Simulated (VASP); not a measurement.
# SnO2 in VASP: settings compared, part 3 of 3

VASP 6.6.1. The steps go on from the part before.

### 4 Single point, PBE

This run uses another cell than the first one, of 11.92 Å³/atom.

Contents of INCAR:

```
SYSTEM = SnO2
ALGO = Normal
EDIFF = 1E-7
ENCUT = 520
GGA = PE
ISIF = 2
ISMEAR = 0
LASPH = .True.
LCHARG = .False.
LREAL = .False.
LWAVE = .False.
NBANDS = 35
NELM = 100
PREC = Accurate
SIGMA = 0.01
```

Contents of KPOINTS:

```
k-points
0
Gamma
  4 4 4
  0 0 0
```

Contents of POSCAR:

```
SnO2
1.0
    4.7380000000      0.0000000000      0.0000000000
    0.0000000000      4.7380000000      0.0000000000
    0.0000000000      0.0000000000      3.1865000000
Sn O
2 4
Direct
    0.5000000000      0.5000000000      0.5000000000
    0.0000000000      0.0000000000      0.0000000000
    0.8071000000      0.1929000000      0.5000000000
    0.6929000000      0.6929000000      0.0000000000
    0.1929000000      0.8071000000      0.5000000000
    0.3071000000      0.3071000000      0.0000000000
```

Potentials or basis: VASP PAW PBE potentials, release 64 (Sn_d, O).

The run is started by

```sh
> cat potpaw_PBE.64/Sn_d/POTCAR potpaw_PBE.64/O/POTCAR > POTCAR
> mpirun -np 1 vasp_std > vasp.out
```

OUTCAR:

```text
SYSTEM = SnO2
   EDIFF = 1E-7
   ENCUT = 520
   GGA = PE
   ISIF = 2
   ISMEAR = 0
   LASPH = .True.
   LREAL = .False.
   NELM = 100
   PREC = Accurate

 ion  position               nearest neighbor table
   1  0.500  0.500  0.500-   4 2.05   6 2.05   4 2.05   6 2.05   5 2.06   3 2.06   2 3.71   2 3.71
                             2 3.71   2 3.71   2 3.71   2 3.71   2 3.71   2 3.71
   2  0.000  0.000  0.000-   3 2.05   5 2.05   3 2.05   5 2.05   4 2.06   6 2.06   1 3.71   1 3.71
                             1 3.71   1 3.71   1 3.71   1 3.71   1 3.71   1 3.71
   3  0.807  0.193  0.500-   2 2.05   2 2.05   1 2.06
   4  0.693  0.693  0.000-   1 2.05   1 2.05   2 2.06
[... 888 lines left out ...]
  Total        4.7387624      4.7387624      6.2875123      0.0000000      0.0000000      0.0000000
  in kB      106.1381426    106.1381426    140.8268279      0.0000000      0.0000000      0.0000000
  external PRESSURE =     117.7010377 kB  Pullay stress =       0.0000000 kB

 VOLUME and BASIS-vectors are now :
 -----------------------------------------------------------------------------
  energy-cutoff  :      520.00
  volume of cell :       71.53
      direct lattice vectors                 reciprocal lattice vectors
     4.738000000  0.000000000  0.000000000     0.211059519  0.000000000  0.000000000
     0.000000000  4.738000000  0.000000000     0.000000000  0.211059519  0.000000000
     0.000000000  0.000000000  3.186500000     0.000000000  0.000000000  0.313823945

 POSITION                                       TOTAL-FORCE (eV/Angst)
 -----------------------------------------------------------------------------------
      2.36900      2.36900      1.59325        -0.000000     -0.000000      0.000000
      0.00000      0.00000      0.00000        -0.000000     -0.000000      0.000000
      3.82404      0.91396      1.59325        -0.209738      0.209738      0.000000
      3.28296      3.28296      0.00000         0.209738      0.209738      0.000000
      0.91396      3.82404      1.59325         0.209738     -0.209738      0.000000
      1.45504      1.45504      0.00000        -0.209738     -0.209738     -0.000000
 -----------------------------------------------------------------------------------
    total drift:                               -0.000000      0.000000      0.000000

  FREE ENERGIE OF THE ION-ELECTRON SYSTEM (eV)
  ---------------------------------------------------
  free  energy   TOTEN  =       -37.1496163409 eV

  energy  without entropy=      -37.1496163409  energy(sigma->0) =      -37.14961634
```

OSZICAR:

```text
N       E                     dE             d eps       ncg     rms          rms(c)
DAV:   1     0.646230068118E+03    0.64623E+03   -0.25452E+04  1419   0.234E+03
DAV:   2     0.581342968546E+02   -0.58810E+03   -0.55200E+03  1380   0.623E+02
DAV:   3    -0.384816120846E+02   -0.96616E+02   -0.95114E+02  1366   0.209E+02
DAV:   4    -0.432912653487E+02   -0.48097E+01   -0.47823E+01  1615   0.506E+01
DAV:   5    -0.434143443614E+02   -0.12308E+00   -0.12296E+00  1586   0.841E+00    0.162E+01
DAV:   6    -0.370538134401E+02    0.63605E+01   -0.17668E+01  1966   0.631E+01    0.626E+00
DAV:   7    -0.371778063597E+02   -0.12399E+00   -0.20953E+00  1452   0.791E+00    0.325E+00
DAV:   8    -0.371561141839E+02    0.21692E-01   -0.16709E-01  1734   0.432E+00    0.761E-01
DAV:   9    -0.371488322881E+02    0.72819E-02   -0.35816E-02  2064   0.306E+00    0.130E-01
DAV:  10    -0.371494929928E+02   -0.66070E-03   -0.39114E-03  1482   0.469E-01    0.579E-02
DAV:  11    -0.371496186586E+02   -0.12567E-03   -0.21094E-04  1656   0.105E-01    0.133E-02
DAV:  12    -0.371496176692E+02    0.98946E-06   -0.12145E-05  1615   0.263E-02    0.774E-03
DAV:  13    -0.371496164168E+02    0.12524E-05   -0.37883E-06  1789   0.363E-02    0.153E-03
DAV:  14    -0.371496163409E+02    0.75908E-07   -0.62550E-07  1466   0.587E-03
   1 F= -.37149616E+02 E0= -.37149616E+02  d E =-.354431E-47
```

It took 45 s on 1 thread of Intel Xeon 8259CL, shared host; peak memory 0.19 GiB.

What came out:

```
Free energy            : -37.1496 eV
Pressure               : 11.8 GPa
Largest force          : 0.297 eV/Å
Band gap on the k mesh : 1.27 eV
```

Forces on the atoms (eV/Å):
```
Sn   0.000  0.000  0.000
Sn   0.000  0.000  0.000
O   -0.210  0.210  0.000
O    0.210  0.210  0.000
O    0.210 -0.210  0.000
O   -0.210 -0.210  0.000
```

Caveat: the k points lie up to 0.49 Å⁻¹ apart; spin-orbit coupling is left out, which moves the levels of the heavy elements.

### 5 Single point, PBEsol

This run uses another cell than the first one, of 10.82 Å³/atom.

Contents of INCAR:

```
PREC = Accurate
ENCUT = 520
EDIFF = 1E-6
ISMEAR = -1
SIGMA = 0.05
LREAL = False
LASPH = True
NELM = 60
ALGO = Normal
ISIF = 2
LWAVE = False
LCHARG = False
GGA = PS
NBANDS = 35
```

Contents of KPOINTS:

```
regular mesh
0
Gamma
  6 6 8
```

Contents of POSCAR:

```
SnO2
1.0
    4.5439861990      0.0000000000      0.0000000000
    0.0000000000      4.5439861990      0.0000000000
    0.0000000000      0.0000000000      3.1427556621
Sn O
2 4
Direct
    0.5000000000      0.5000000000      0.5000000000
    0.0000000000      0.0000000000      0.0000000000
    0.8053368299      0.1946631701      0.5000000000
    0.6946631701      0.6946631701      0.0000000000
    0.1946631701      0.8053368299      0.5000000000
    0.3053368299      0.3053368299      0.0000000000
```

The run is started by

```sh
> cat potpaw_PBE.64/Sn_d/POTCAR potpaw_PBE.64/O/POTCAR > POTCAR
> mpirun -np 1 vasp_std > vasp.out
```

Wall time 70 s (1 thread of Intel Xeon Platinum 8259CL at 2.50GHz (Skylake/Cascade Lake), shared host); peak memory 0.23 GiB.

The run converged. Its results:

```
Free energy            : -38.9403 eV
Pressure               : 30.9 GPa
Largest force          : 0.016 eV/Å
Band gap on the k mesh : 2.27 eV
```

Forces on the atoms (eV/Å):
```
Sn   0.000  0.000  0.000
Sn   0.000  0.000  0.000
O   -0.011  0.011  0.000
O    0.011  0.011  0.000
O    0.011 -0.011  0.000
O   -0.011 -0.011  0.000
```

Stress tensor (GPa, compression positive):
```
30.73  0.00  0.00
 0.00 30.73  0.00
 0.00  0.00 31.13
```

Levels at points of the mesh, in eV from the valence-band top:
| k point | band 23 | band 24 | band 25 | band 26 | band 27 | band 28 | band 29 | band 30 |
| --- | --- | --- | --- | --- | --- | --- | --- | --- |
| (0.00, 0.00, 0.00) | -1.23 | -0.85 | -0.85 | 0.00 | 2.27 | 6.48 | 6.48 | 6.70 |
| (0.50, 0.00, 0.00) | -1.21 | -1.21 | -0.66 | -0.66 | 5.44 | 5.44 | 7.32 | 7.32 |
| (0.50, 0.50, 0.00) | -1.34 | -1.34 | -0.95 | -0.95 | 5.85 | 5.85 | 8.02 | 8.02 |
| (0.00, 0.00, 0.50) | -1.98 | -1.98 | -1.40 | -1.40 | 7.30 | 7.30 | 10.36 | 10.36 |
| (0.50, 0.00, 0.50) | -1.27 | -1.27 | -0.51 | -0.51 | 7.66 | 7.66 | 8.89 | 8.89 |
| (0.50, 0.50, 0.50) | -1.03 | -1.03 | -0.91 | -0.91 | 5.81 | 5.81 | 9.22 | 9.22 |

Caveat: the cell stands under pressure; the PAW data sets were made with another functional, which shifts forces and pressure a little; spin-orbit coupling is left out, which moves the levels of the heavy elements. PBEsol gaps usually lie below the measured ones, often by a third to a half.

### 6 Single point, PBEsol

This run uses another cell than the first one, of 11.18 Å³/atom.

Contents of INCAR:

```
PREC     = Accurate       # precision mode
ENCUT    = 520            # plane-wave cutoff, eV
EDIFF    = 1E-7           # SCF threshold, eV
ISMEAR   = -1             # smearing method
SIGMA    = 0.05           # smearing width, eV
LREAL    = F              # projectors in reciprocal space
LASPH    = T              # aspherical terms in the spheres
NELM     = 80             # most SCF steps
ALGO     = Normal         # electronic algorithm
ISIF     = 2              # what is computed and relaxed
LWAVE    = F              # write WAVECAR
LCHARG   = F              # write CHGCAR
GGA      = PS             # functional
NBANDS   = 35             # bands
```

Contents of KPOINTS:

```
Automatic mesh
0
Gamma
  6 6 8
```

Contents of POSCAR:

```
SnO2
1.0
    4.6050332094      0.0000000000      0.0000000000
    0.0000000000      4.6050332094      0.0000000000
    0.0000000000      0.0000000000      3.1622480687
Sn O
2 4
Direct
    0.5000000000      0.5000000000      0.5000000000
    0.0000000000      0.0000000000      0.0000000000
    0.8053810243      0.1946189757      0.5000000000
    0.6946189757      0.6946189757      0.0000000000
    0.1946189757      0.8053810243      0.5000000000
    0.3053810243      0.3053810243      0.0000000000
```

Potentials or basis: VASP PAW PBE potentials, release 64 (Sn_d, O).

The run is started by

```sh
> cat potpaw_PBE.64/Sn_d/POTCAR potpaw_PBE.64/O/POTCAR > POTCAR
> mpirun -np 1 vasp_std > vasp.out
```

Run time: 78 s. Hardware: 1 thread of Intel Xeon Platinum 8259CL at 2.50GHz (Skylake/Cascade Lake), shared host; peak memory 0.23 GiB.

It converged, with:

* Free energy: -39.2915 eV
* Pressure: 20.8 GPa
* Largest force: 0.014 eV/Å
* Band gap on the k mesh: 1.87 eV

Forces on the atoms (eV/Å):
```
Sn   0.000  0.000  0.000
Sn   0.000  0.000  0.000
O   -0.010  0.010  0.000
O    0.010  0.010  0.000
O    0.010 -0.010  0.000
O   -0.010 -0.010  0.000
```

Stress tensor (GPa, compression positive):
```
20.71  0.00  0.00
 0.00 20.71  0.00
 0.00  0.00 21.08
```

Levels at points of the mesh, in eV from the valence-band top:
| k point | band 23 | band 24 | band 25 | band 26 | band 27 | band 28 | band 29 | band 30 |
| --- | --- | --- | --- | --- | --- | --- | --- | --- |
| (0.00, 0.00, 0.00) | -1.25 | -0.83 | -0.83 | 0.00 | 1.87 | 6.36 | 6.36 | 6.47 |
| (0.50, 0.00, 0.00) | -1.22 | -1.22 | -0.66 | -0.66 | 5.06 | 5.06 | 7.17 | 7.17 |
| (0.50, 0.50, 0.00) | -1.35 | -1.35 | -0.93 | -0.93 | 5.47 | 5.47 | 7.79 | 7.79 |
| (0.00, 0.00, 0.50) | -1.88 | -1.88 | -1.36 | -1.36 | 6.88 | 6.88 | 10.10 | 10.10 |
| (0.50, 0.00, 0.50) | -1.22 | -1.22 | -0.59 | -0.59 | 7.21 | 7.21 | 8.56 | 8.56 |
| (0.50, 0.50, 0.50) | -1.01 | -1.01 | -0.89 | -0.89 | 5.42 | 5.42 | 9.06 | 9.06 |

Caveat: the cell stands under pressure; the PAW data sets were made with another functional, which shifts forces and pressure a little; spin-orbit coupling is left out, which moves the levels of the heavy elements. A hybrid or GW would open this gap; PBEsol tends to underestimate it.

### 7 Summary

```csv
level,cell,k mesh,smearing,gap on the mesh (eV),pressure (GPa),largest force (eV/Å)
PBE,"a = 4.828, b = 4.828, c = 3.239 Å, 6 atoms, atomic positions A",6 × 6 × 8,fermi-dirac 0.05 eV,0.66,0.5,0.02
PBE,"a = 4.738, b = 4.738, c = 3.187 Å, 6 atoms, atomic positions B",6 × 6 × 8,fermi-dirac 0.05 eV,1.16,11.8,1.76
PBE,"a = 4.738, b = 4.738, c = 3.187 Å, 6 atoms, atomic positions A",4 × 4 × 4,gaussian 0.01 eV,1.27,11.8,0.30
PBEsol,"a = 4.544, b = 4.544, c = 3.143 Å, 6 atoms, atomic positions A",6 × 6 × 8,fermi-dirac 0.05 eV,2.27,30.9,0.02
PBEsol,"a = 4.605, b = 4.605, c = 3.162 Å, 6 atoms, atomic positions A",6 × 6 × 8,fermi-dirac 0.05 eV,1.87,20.8,0.01
```

Alike in all rows: task single point; potentials or basis VASP PAW PBE potentials, release 64 (Sn_d, O); no spin polarisation; cutoff (eV) 520.

Caveats: some runs use coarse meshes; spin-orbit coupling is left out, which moves the levels of the heavy elements; the cell stands under pressure (at least some runs); the PAW data sets were made with another functional, which shifts forces and pressure a little (at least some runs); forces of over 1 eV/Å act on the atoms, so gaps and moduli don't describe the material at rest (at least some runs).

Total energies depend on the potentials used, so only differences within one code and one set of settings carry meaning.
